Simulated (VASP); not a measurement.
A run of VASP 6.6.1 is set up as follows.

INCAR

```
SYSTEM = CdHgS2
  PREC = Accurate
  ENCUT = 500
  EDIFF = 1E-6
  ISMEAR = 0
  SIGMA = 0.01
  LREAL = .False.
  LASPH = .True.
  NELM = 120
  ALGO = Normal
  ISIF = 2
  LWAVE = .False.
  LCHARG = .False.
  GGA = CA
  NBANDS = 26
  GGA_COMPAT = .False.
```

The input KPOINTS:

```
regular mesh
0
Gamma
  4 4 4
  0 0 0
```

POSCAR

```
CdHgS2
1.0
    4.1808544799      0.0000000000      0.0000000000
    0.0000000000      4.1808544799      0.0000000000
    0.0000000000      0.0000000000      5.8842973378
Cd S Hg
1 2 1
Direct
    0.0000000000      0.0000000000      0.0000000000
    0.0000000000      0.5000000000      0.2465594816
    0.5000000000      0.0000000000      0.7534405184
    0.5000000000      0.5000000000      0.5000000000
```

Potentials or basis: VASP PAW LDA potentials, release 64 (Cd, S, Hg).

Command:

```bash
$ cat potpaw_LDA.64/Cd/POTCAR potpaw_LDA.64/S/POTCAR potpaw_LDA.64/Hg/POTCAR > POTCAR
$ mpirun -np 1 vasp_std > vasp.out
```

**Question.** Estimate the band gap on the k mesh.

**Answer.** 0.05 eV, direct.

**Question.** Estimate the largest force.

**Answer.** 0.007 eV/Å.

**Question.** Predict the pressure.

**Answer.** -3.1 GPa.

Stress tensor (GPa, compression positive):
```
-3.07  0.00  0.00
 0.00 -3.07  0.00
 0.00  0.00 -3.20
```

Caveat: spin-orbit coupling is left out, which moves the levels of the heavy elements.
